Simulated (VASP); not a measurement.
Crystal: SnSe.

```
CELL_PARAMETERS angstrom
0.00000 3.39084 3.39084
3.39084 0.00000 3.39084
3.39084 3.39084 0.00000
ATOMIC_POSITIONS crystal
Sn 0.00000 0.00000 0.00000
Se 0.75000 0.75000 0.75000
```

Base run:

| Quantity | Value |
| --- | --- |
| Program | VASP 6.6.1 |
| Functional | PBEsol-based global hybrid with 25 % exact exchange |
| Potentials or basis | VASP PAW PBE potentials, release 64 (Sn_d, Se) |
| Cutoff | 520 eV |
| k mesh | 4 × 4 × 4 |
| Occupations | fermi-dirac, width 0.05 eV |
| Spin | no spin polarisation |

Its results: band gap on the k mesh 0.97 eV (least direct gap 1.71 eV); pressure -1.9 GPa.

The run is repeated on the same cell with these changes: functional from PBEsol-based global hybrid with 25 % exact exchange to PBE0. What comes out?

Band gap on the k mesh 1.04 eV (least direct gap 1.76 eV); pressure -0.8 GPa.

Caveats: the PAW data sets were made with another functional, which shifts forces and pressure a little; spin-orbit coupling is left out, which moves the levels of the heavy elements.

A k mesh can miss the band edges.
